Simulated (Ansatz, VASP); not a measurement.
SiO2: VASP beside Ansatz

```
Si O
1.0
     4.98200    0.00000    0.00000
     0.00000    4.98200    0.00000
     0.00000    0.00000    6.96300
Si O
4 8
Direct
  0.30390 0.30390 0.00000
  0.19610 0.80390 0.25000
  0.69610 0.69610 0.50000
  0.80390 0.19610 0.75000
  0.23732 0.11396 0.18374
  0.38604 0.73732 0.43374
  0.76268 0.88604 0.68374
  0.61396 0.26268 0.93374
  0.73732 0.38604 0.56626
  0.88604 0.76268 0.31626
  0.26268 0.61396 0.06626
  0.11396 0.23732 0.81626
```

Alike in both runs: functional PBE; k mesh 4 × 4 × 3; occupations fermi-dirac, width 0.02 eV; no spin polarisation.

Ansatz relaxed the structure, and its values are those at the end. VASP's run is a single point on that final structure, the one shown.

|  | VASP | Ansatz |
| --- | --- | --- |
| version | VASP 6.6.1 | Ansatz 0.2.0 |
| potentials or method | VASP PAW PBE potentials, release 64 (Si, O) | plane-wave PAW, scalar-relativistic |
| plane-wave cutoff (eV) | 600 | 420 |
| valence electrons in the cell | 64 | 64 |

VASP gave:

| Quantity | Value |
| --- | --- |
| gap on the k mesh at the Fermi level (eV) | 5.61 |
| pressure (GPa) | 0.9 |
| rms of the force components (eV/Å) | 0.011 |

Task: Which values does Ansatz return?

Result: gap on the k mesh at the Fermi level (eV): 5.61; pressure (GPa): 1.1; rms of the force components (eV/Å): 0.003.

Ansatz's warnings: stress scf threshold loose.
